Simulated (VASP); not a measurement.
ZrNb3:

```
CELL_PARAMETERS angstrom
3.96612 0.00000 0.00000
0.00000 3.96612 0.00000
0.00000 0.00000 3.96612
ATOMIC_POSITIONS crystal
Zr 0.00000 0.00000 0.00000
Nb 0.00000 0.50000 0.50000
Nb 0.50000 0.00000 0.50000
Nb 0.50000 0.50000 0.00000
```

* Program: VASP 6.6.1
* Task: relaxation of cell and atoms
* Functional: PBE
* Potentials or basis: VASP PAW PBE potentials, release 64 (Zr_sv, Nb_sv)
* Cutoff: 600 eV
* k mesh: 4 × 4 × 4
* Occupations: gaussian, width 0.1 eV
* Spin: no spin polarisation

At the start: pressure 45.8 GPa; volume 15.60 Å³/atom.

Problem. How do energy, volume and symmetry change on relaxing?

Solution. Over 5 steps the energy falls by 469.7 meV/atom and the volume is 19.55 Å³/atom (+25.4 %); space group Pm-3m (No. 221, to 0.05 Å).

Step by step:
```csv
step,energy change (eV),largest force (eV/Å),pressure (GPa),volume (Å³)
1,0.0000,0.0000,45.77,62.39
2,1.6132,0.0000,-25.35,111.89
3,-1.8661,0.0000,-2.56,79.81
4,-1.8783,0.0000,-0.52,78.56
5,-1.8788,0.0000,0.06,78.21
```

Final structure:
```yaml
crystal:
  lattice:
    - [4.27644, 0.00000, 0.00000]
    - [0.00000, 4.27644, 0.00000]
    - [0.00000, 0.00000, 4.27644]
  atoms:
    - { symbol: Zr, position: [0.00000, 0.00000, 0.00000] }
    - { symbol: Nb, position: [0.00000, 0.50000, 0.50000] }
    - { symbol: Nb, position: [0.50000, 0.00000, 0.50000] }
    - { symbol: Nb, position: [0.50000, 0.50000, 0.00000] }
```

Caveat: the k points lie up to 0.37 Å⁻¹ apart in the final cell; the volume moved by over 15 % at a fixed basis, so the end points are rough.
